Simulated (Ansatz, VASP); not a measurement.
## TiO2 in VASP and in Ansatz

File INCAR:

```
SYSTEM = TiO2
PREC     = Accurate       ! precision mode
ENCUT    = 520            ! plane-wave cutoff, eV
EDIFF    = 1E-6           ! SCF threshold, eV
ISMEAR   = 0              ! smearing method
SIGMA    = 0.05           ! smearing width, eV
LREAL    = .FALSE.        ! projectors in reciprocal space
LASPH    = .TRUE.         ! aspherical terms in the spheres
NELM     = 150            ! most SCF steps
ALGO     = Normal         ! electronic algorithm
ISIF     = 2              ! what is computed and relaxed
LWAVE    = .FALSE.        ! write WAVECAR
LCHARG   = .FALSE.        ! write CHGCAR
LMAXMIX  = 4              ! l up to which the mixer works
LDAU     = .TRUE.         ! DFT+U
LDAUTYPE = 2            
LDAUL    = 2 -1           ! shell
LDAUU    = 4 0            ! U, eV
LDAUJ    = 0 0          
LDAUPRINT= 1            
GGA      = PE             ! functional
NBANDS   = 33             ! bands
```

The input KPOINTS:

```
Automatic mesh
0
G
  6 6 6
  0 0 0
```

The input POSCAR:

```
TiO2
1.0
    2.6252399294     -2.6253128814     -0.0195896425
    2.6252399294      2.6253128814     -0.0195896425
   -2.5896256811      0.0000000000      4.7752202290
Ti O
2 4
Direct
    0.1250069486      0.8749930514      0.2500000000
    0.8749930514      0.1250069486      0.7500000000
    0.3148847788      0.0649080541      0.6297792795
    0.6851152212      0.9350919459      0.3702207205
    0.9350919459      0.6851152212      0.8702207205
    0.0649080541      0.3148847788      0.1297792795
```

Input for Ansatz:

```yaml
crystal:
  lattice:
    - [2.6252399294, -2.6253128814, -0.0195896425]
    - [2.6252399294, 2.6253128814, -0.0195896425]
    - [-2.5896256811, 0.0, 4.775220229]
  atoms:
    - { symbol: Ti, position: [0.1250069486, 0.8749930514, 0.25] }
    - { symbol: Ti, position: [0.8749930514, 0.1250069486, 0.75] }
    - { symbol: O, position: [0.3148847788, 0.0649080541, 0.6297792795] }
    - { symbol: O, position: [0.6851152212, 0.9350919459, 0.3702207205] }
    - { symbol: O, position: [0.9350919459, 0.6851152212, 0.8702207205] }
    - { symbol: O, position: [0.0649080541, 0.3148847788, 0.1297792795] }
basis:
  ecutwfc: 520.0
kpoints:
  mp_grid: { grid: [6, 6, 6] }
hamiltonian:
  xc: pbe
  pseudopotentials: { kind: paw, azcp: { folder: soft_1 } }
  hubbard: { sites: [{ species: Ti, l: d, u_eff: 4.0 }] }
scf:
  occupations: { method: gaussian, width: 0.05 }
output:
  forces: true
  stress: true
  eigenvalues: true
```

Alike in both runs: task single point; functional PBE; k mesh 6 × 6 × 6; occupations gaussian, width 0.05 eV; no spin polarisation; Hubbard terms Ti d U = 4.0 eV.

|  | VASP | Ansatz |
| --- | --- | --- |
| version | VASP 6.6.1 | Ansatz 0.2.0 |
| potentials or method | VASP PAW PBE potentials, release 64 (Ti_sv, O), cutoff 520 eV | scalar-relativistic, plane waves, PAW |
| valence electrons in the cell | 48 | 48 |

```tsv
	VASP	Ansatz	Ansatz less VASP
gap on the k mesh at the Fermi level (eV)	2.92	2.95	+0.031
least direct gap on the mesh (eV)	3.19	3.20	+0.010
rms of the force components (eV/Å)	2.294	2.152	-0.1427
```

The programs project onto different local orbitals, so the same U acts differently, and such runs can settle in different states. Atom by atom the forces differ by 0.143 eV/Å (rms over components).
